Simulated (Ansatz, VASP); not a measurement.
## One calculation of Pb, two programs

```
CELL_PARAMETERS angstrom
0.00000 2.53154 2.59329
2.53154 0.00000 2.59329
2.53154 2.53154 0.00000
ATOMIC_POSITIONS crystal
Pb 0.00000 0.00000 0.00000
```

Change from the starting cell: strain +0.025 along x and y, +0.050 along z, atoms carried along.

Alike in both runs: task single point; functional PBEsol; k mesh 16 × 16 × 16; occupations gaussian, width 0.15 eV; no spin polarisation.

```csv
,VASP,Ansatz
version,VASP 6.6.1,Ansatz 0.2.0
potentials or method,"VASP PAW PBE potentials, release 64 (Pb_d), cutoff 520 eV","scalar-relativistic, plane waves, PAW"
valence electrons in the cell,14,14
```

|  | VASP | Ansatz | Ansatz less VASP |
| --- | --- | --- | --- |
| gap on the k mesh at the Fermi level (eV) | none | none | - |
| pressure (GPa) | -3.9 | -3.9 | +0.05 |
| traceless stress, the component that is largest in VASP (GPa) | -0.15 | -0.15 | -0.001 |

VASP's potentials were made for PBE, not for PBEsol. A gap of «none» marks a metal or a gap that the smearing closes.

Neither program's run includes spin-orbit coupling.
